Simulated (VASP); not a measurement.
Set up this calculation in VASP 6.6.1, as the native input.

```yaml
Task: single point
Functional: PBEsol
Potentials_or_basis: VASP PAW PBE potentials, release 64 (F)
Cutoff: 520 eV
k_mesh: 4 × 4 × 2
Occupations: gaussian, width 0.05 eV
Spin: no spin polarisation
Dipole_correction: no
Further_INCAR_settings: ALGO = Normal; EDIFF = 1e-06; NBANDS = 22
```

The structure of F lies in POSCAR:

```
F
1.0
    3.1158329826     -1.8197093823     -0.2403199194
    3.1158329826      1.8197093823     -0.2403199194
   -2.3342081709      0.0000000000      7.2838500923
F
4
Direct
    0.0848459664      0.0848459664      0.0940038325
    0.9151540336      0.9151540336      0.9059961675
    0.5015719855      0.5015719855      0.5937195244
    0.4984280145      0.4984280145      0.4062804756
```

These files were run (other wordings do the same):

INCAR

```
ALGO = Normal
EDIFF = 1E-6
ENCUT = 520
GGA = PS
ISIF = 2
ISMEAR = 0
LASPH = T
LCHARG = F
LREAL = F
LWAVE = F
NBANDS = 22
NELM = 80
PREC = Accurate
SIGMA = 0.05
```

KPOINTS

```
k-points
0
Gamma
  4 4 2
```

Potentials or basis: VASP PAW PBE potentials, release 64 (F).

Run with:

```console
$ cat potpaw_PBE.64/F/POTCAR > POTCAR
$ mpirun -np 1 vasp_std > vasp.out
```

Results of the run:

| Item | Value |
| --- | --- |
| Pressure | -1.6 GPa |
| Largest force | 0.538 eV/Å |
| Band gap on the k mesh | 2.73 eV, indirect (least direct gap 2.81 eV) |

Caveat: the k points lie up to 0.51 Å⁻¹ apart; the PAW data sets were made with another functional, which shifts forces and pressure a little.

It took 15 s on 1 thread of Intel(R) Xeon(R) Platinum 8488C (Sapphire Rapids), on a shared host, peak memory 0.18 GiB.
